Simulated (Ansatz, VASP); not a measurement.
# Two plane-wave programs on WC

```
CELL_PARAMETERS angstrom
0.00000 2.22286 2.19001
2.19001 0.00000 2.19001
2.19001 2.22286 0.00000
ATOMIC_POSITIONS crystal
W 0.00000 0.00000 0.00000
C 0.50000 0.50000 0.50000
```

Change from the starting cell: strain +0.0150 x Voigt [0, 1, 0, 0, 0, 0], atoms carried along.

Alike in both runs: task single point; functional PBE; k mesh 24 × 24 × 24; occupations gaussian, width 0.15 eV; no spin polarisation.

|  | VASP | Ansatz |
| --- | --- | --- |
| version | VASP 6.6.1 | Ansatz 0.2.0 |
| potentials or method | VASP PAW PBE potentials, release 64 (W_sv, C), cutoff 520 eV | scalar-relativistic, plane waves, PAW |
| valence electrons in the cell | 18 | 18 |

```csv
,VASP,Ansatz,Ansatz less VASP
gap on the k mesh at the Fermi level (eV),none,none,-
pressure (GPa),-4.2,-5.1,-0.84
"traceless stress, the component that is largest in VASP (GPa)",-5.03,-5.00,+0.027
```

A gap of «none» marks a metal or a gap that the smearing closes.

Neither program's run includes spin-orbit coupling.
